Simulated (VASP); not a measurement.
# Zr (P6_3/mmc) in VASP: a series of runs, part 2 of 2

VASP 6.6.1.

## (3) Electric field gradients, PBEsol (23.86 Å³/atom)

This run uses another cell than the first one, of 23.86 Å³/atom.

INCAR reads:

```
  PREC = Accurate
  ENCUT = 520
  EDIFF = 1E-8
  ISMEAR = -1
  SIGMA = 0.08
  LREAL = False
  LASPH = True
  NELM = 60
  ALGO = Normal
  ISIF = 2
  LWAVE = False
  LCHARG = False
  GGA = PS
  LEFG = True
  NBANDS = 19
```

KPOINTS reads:

```
Automatic mesh
0
Gamma
  13 13 7
```

POSCAR reads:

```
Zr
1.0
    3.2587101630      0.0000000000      0.0000000000
   -1.6293550814      2.8221257846      0.0000000000
    0.0000000000      0.0000000000      5.1895391192
Zr
2
Direct
    0.3333333333      0.6666666667      0.2500000000
    0.6666666667      0.3333333333      0.7500000000
```

Potentials or basis: VASP PAW PBE potentials, release 64 (Zr_sv).

Command:

```console
$ cat potpaw_PBE.64/Zr_sv/POTCAR > POTCAR
$ mpirun -np 1 vasp_std > vasp.out
```

OUTCAR:

```text
PREC = Accurate
   ENCUT = 520
   EDIFF = 1E-8
   ISMEAR = -1
   LREAL = False
   LASPH = True
   NELM = 60
   ISIF = 2
   GGA = PS

 ion  position               nearest neighbor table
   1  0.333  0.667  0.250-   2 3.21   2 3.21   2 3.21   2 3.21   2 3.21   2 3.21
   2  0.667  0.333  0.750-   1 3.21   1 3.21   1 3.21   1 3.21   1 3.21   1 3.21

  LATTYP: Found a hexagonal cell.
 ALAT       =     3.2587101630
 C/A-ratio  =     1.5925132521

  Lattice vectors:

 A1 = (   3.2587101630,   0.0000000000,   0.0000000000)
 A2 = (  -1.6293550814,   2.8221257846,   0.0000000000)
 A3 = (   0.0000000000,   0.0000000000,   5.1895391192)

Analysis of symmetry for initial positions (statically):
=====================================================================
 Subroutine PRICEL returns:
 Original cell was already a primitive cell.

 Routine SETGRP: Setting up the symmetry group for a
 hexagonal supercell.

 Subroutine GETGRP returns: Found 24 space group operations
 (whereof 12 operations were pure point group operations)
 out of a pool of 24 trial point group operations.

The static configuration has the point symmetry D_3d.
 The point group associated with its full space group is D_6h.

Analysis of symmetry for dynamics (positions and initial velocities):
=====================================================================
 Subroutine PRICEL returns:
 Original cell was already a primitive cell.

 Routine SETGRP: Setting up the symmetry group for a
 hexagonal supercell.

 Subroutine GETGRP returns: Found 24 space group operations
 (whereof 12 operations were pure point group operations)
 out of a pool of 24 trial point group operations.

The dynamic configuration has the point symmetry D_3d.
 The point group associated with its full space group is D_6h.

 Subroutine INISYM returns: Found 24 space group operations
 (whereof 12 operations are pure point group operations),
 and found     1 'primitive' translations

----------------------------------------------------------------------------------------

                                     Primitive cell

  volume of cell :      47.7255

  direct lattice vectors                    reciprocal lattice vectors
     3.258710163  0.000000000  0.000000000     0.306869881  0.177171408  0.000000000
    -1.629355081  2.822125785  0.000000000     0.000000000  0.354342817  0.000000000
     0.000000000  0.000000000  5.189539119     0.000000000  0.000000000  0.192695339

  length of vectors
     3.258710163  3.258710163  5.189539119     0.354342817  0.354342817  0.192695339

  position of ions in fractional coordinates (direct lattice)
     0.333333333  0.666666667  0.250000000
     0.666666667  0.333333333  0.750000000

  ion indices of the primitive-cell ions
   primitive index   ion index
                 1           1
                 2           2

----------------------------------------------------------------------------------------
[... 74 lines left out ...]
   IBRION =     -1    ionic relax: 0-MD 1-quasi-New 2-CG
   NFREE  =      0    steps in history (QN), initial steepest desc. (CG)
   ISIF   =      2    stress and relaxation
   ISYM   =      2    0-nonsym 1-usesym 2-fastsym
   POTIM  = 0.5000    time-step for ionic-motion
   TEBEG  =    0.0;   TEEND  =   0.0 temperature during run
   PSTRESS=    0.0 pullay stress
   NELECT =      24.0000    total number of electrons
   NUPDOWN=      -1.0000    fix difference up-down
   EMIN   =  10.00;   EMAX   =-10.00  energy-range for DOS
   EFERMI =   0.00;   METHOD = LEGACY
   ISMEAR =    -1;   SIGMA  =   0.08  broadening in eV -4-tet -1-fermi 0-gaus
   EFERMI_NEDOS =   21; number of points for ismear=-14 and -15
   IALGO  =     38    algorithm
   IMIX   =      4    mixing-type and parameters
     AMIX     =   0.40;   BMIX     =  1.00
     AMIX_MAG =   1.60;   BMIX_MAG =  1.00
  volume/ion in A,a.u.               =      23.86       161.03
  Fermi-wavevector in a.u.,A,eV,Ry     =   1.301852  2.460144 23.059407  1.694819
  Thomas-Fermi vector in A             =   2.432959
   LORBIT       =      0    0 simple, 1 ext, 2 COOP (PROOUT), +10 PAW based schemes
   GGA     = PS    functional components
   LHFCALC =     F    Hartree Fock is set to
   AEXX    =    0.0000 exact exchange contribution
   IVDW    =     0    specifies the selected vdW correction
   LEPSILON=     F    determine dielectric tensor
   LRPA    =     F    only Hartree local field effects (RPA)
 non-spin polarized calculation
  energy-cutoff  :      520.00
  volume of cell :       47.73
 maximum number of plane-waves:      1306
   NGX = 13   NGY = 13   NGZ = 19

 number of electron      24.0000001 magnetization

 Free energy of the ion-electron system (eV)
  ---------------------------------------------------
  ext. energy  EPLUGINS =         0.00000000
  ---------------------------------------------------
  free energy    TOTEN  =       -18.13655872 eV

  energy without entropy =      -18.09049567  energy(sigma->0) =      -18.11352720

 E-fermi :   8.5835     XC(G=0): -11.0896

 val. band max:        8.5711073569   @ k =   0.1538   0.0000   0.1429
 cond. band min:       8.5928419241   @ k =   0.3077   0.3077   0.2857
 fundamental gap:      0.0217345672
 Fermi energy:         8.5835077227

 k-point     1 :       0.0000    0.0000    0.0000
  band No.  band energies     occupation
      1     -40.1895      2.00000
      2     -40.0486      2.00000
      3     -18.6987      2.00000
      4     -17.8884      2.00000
      5     -17.8884      2.00000
      6     -17.7582      2.00000
[... 505 lines left out ...]
      6     -17.9259      2.00000
[... 11 lines left out ...]
     18      10.8312      0.00000
     19      13.2251      0.00000

 [... further k-points ...]

------------------------ aborting loop because EDIFF is reached ----------------------------------------

  FORCE on cell =-STRESS in cart. coord.  units (eV):
  Direction    XX          YY          ZZ          XY          YZ          ZX
  --------------------------------------------------------------------------------------
  -------------------------------------------------------------------------------------
  Total       -1.6295147     -1.6295147     -1.4924293     -0.0000000     -0.0000000      0.0000000
  in kB      -54.7038612    -54.7038612    -50.1018136     -0.0000000     -0.0000000      0.0000000
  external PRESSURE =     -53.1698453 kB  Pullay stress =       0.0000000 kB

 VOLUME and BASIS-vectors are now :
 -----------------------------------------------------------------------------
  energy-cutoff  :      520.00
  volume of cell :       47.73
      direct lattice vectors                 reciprocal lattice vectors
     3.258710163  0.000000000  0.000000000     0.306869881  0.177171408  0.000000000
    -1.629355081  2.822125785  0.000000000     0.000000000  0.354342817  0.000000000
     0.000000000  0.000000000  5.189539119     0.000000000  0.000000000  0.192695339

 POSITION                                       TOTAL-FORCE (eV/Angst)
 -----------------------------------------------------------------------------------
     -0.00000      1.88142      1.29738         0.000000     -0.000000      0.000000
      1.62936      0.94071      3.89215        -0.000000      0.000000      0.000000
 -----------------------------------------------------------------------------------
    total drift:                               -0.000000      0.000000     -0.000000

  FREE ENERGIE OF THE ION-ELECTRON SYSTEM (eV)
  ---------------------------------------------------
  free  energy   TOTEN  =       -18.1365587244 eV

  energy  without entropy=      -18.0904956687  energy(sigma->0) =      -18.11352720

 Electric field gradients (V/A^2)
---------------------------------------------------------------------
 ion       V_xx      V_yy      V_zz      V_xy      V_xz      V_yz
---------------------------------------------------------------------
   1     -19.677   -19.677    39.354     0.000     0.000    -0.000
   2     -19.677   -19.677    39.354     0.000    -0.000     0.000
---------------------------------------------------------------------

 Electric field gradients after diagonalization (V/A^2)
 (convention: |V_zz| > |V_xx| > |V_yy|)
----------------------------------------------------------------------
 ion       V_xx      V_yy      V_zz     asymmetry (V_yy - V_xx)/ V_zz
----------------------------------------------------------------------
   1     -19.677   -19.677    39.354       0.000
   2     -19.677   -19.677    39.354       0.000
----------------------------------------------------------------------

           NMR quadrupolar parameters

 Cq : quadrupolar parameter    Cq=e*Q*V_zz/h
 eta: asymmetry parameters     (V_yy - V_xx)/ V_zz
 Q  : nuclear electric quadrupole moment in mb (millibarn)
----------------------------------------------------------------------
 ion       Cq(MHz)       eta       Q (mb)
----------------------------------------------------------------------
   1       0.095       0.000       1.000
   2       0.095       0.000       1.000
----------------------------------------------------------------------
```

stdout:

```text
POSCAR found type information on POSCAR Zr
 POSCAR found :  1 types and       2 ions
 scaLAPACK will be used
 -----------------------------------------------------------------------------
|                                                                             |
|                                                                             |
|     You enforced a specific xc type in the INCAR file but a different       |
|     I HOPE YOU KNOW WHAT YOU ARE DOING!                                     |
|                                                                             |
 -----------------------------------------------------------------------------

 LDA part: xc-table for (Slater+PW92), standard interpolation
 POSCAR, INCAR and KPOINTS ok, starting setup
 FFT: planning ... GRIDC
 FFT: planning ... GRID_SOFT
 FFT: planning ... GRID
 WAVECAR not read
 entering main loop
ion   1

ion   2
```

Run time: 78 s. Hardware: 1 thread of Intel Xeon 8259CL, shared host; peak memory 0.2 GiB.

Results:

```yaml
Free_energy: -18.1366 eV
Pressure: -5.3 GPa
Band_gap_on_the_k_mesh: zero (bands 12 and 13 overlap by 1.09 eV)
Largest_electric_field_gradient_by_atom: Zr +39.4 V/Å²
```

Levels at points of the mesh, in eV from the Fermi level:
| k point | band 8 | band 9 | band 10 | band 11 | band 12 | band 13 | band 14 | band 15 | band 16 | band 17 |
| --- | --- | --- | --- | --- | --- | --- | --- | --- | --- | --- |
| (0.00, 0.00, 0.00) | -26.34 | -5.62 | -2.97 | 0.86 | 0.86 | 1.01 | 1.11 | 1.53 | 1.53 | 2.09 |

Electric field gradients, principal values (V/Å²):
| atom | least | middle | greatest (by size) |
| --- | --- | --- | --- |
| 1 Zr | -19.677 | -19.677 | 39.354 |
| 2 Zr | -19.677 | -19.677 | 39.354 |

Caveat: the cell stands under tension; without QUAD_EFG the Cq values of the log hold for a quadrupole moment of 1 mb, not for the nuclei; the PAW data sets were made with another functional, which shifts forces and pressure a little.
